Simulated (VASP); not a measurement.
A run of VASP 6.6.1 is set up as follows.

The input INCAR:

```
SYSTEM = Mo
  PREC = Accurate
  ENCUT = 520
  EDIFF = 1E-6
  ISMEAR = 0
  SIGMA = 0.15
  LREAL = .False.
  LASPH = .True.
  NELM = 80
  ALGO = Fast
  ISIF = 2
  LWAVE = .False.
  LCHARG = .False.
  GGA = PE
  NBANDS = 13
```

File KPOINTS:

```
Automatic mesh
0
Gamma
  22 22 22
  0 0 0
```

The input POSCAR:

```
Mo
1.0
   -1.1995784126      1.6645164842      1.6645164842
    1.6645164842     -1.1995784126      1.6645164842
    1.6645164842      1.6645164842     -1.1995784126
Mo
1
Direct
    0.0000000000      0.0000000000      0.0000000000
```

Potentials or basis: VASP PAW PBE potentials, release 64 (Mo_sv).

The run is started by

```sh
$ cat potpaw_PBE.64/Mo_sv/POTCAR > POTCAR
$ mpirun -np 1 vasp_std > vasp.out
```

Question: What does it give for the pressure?

Answer: -7.3 GPa.

Question: Estimate the band gap on the k mesh.

Answer: Zero (band 7 reaches 12.11 eV, above the bottom of band 8 at 9.86 eV).

Stress tensor (GPa, compression positive):
```
 -7.25 -10.77 -10.77
-10.77  -7.25 -10.77
-10.77 -10.77  -7.25
```
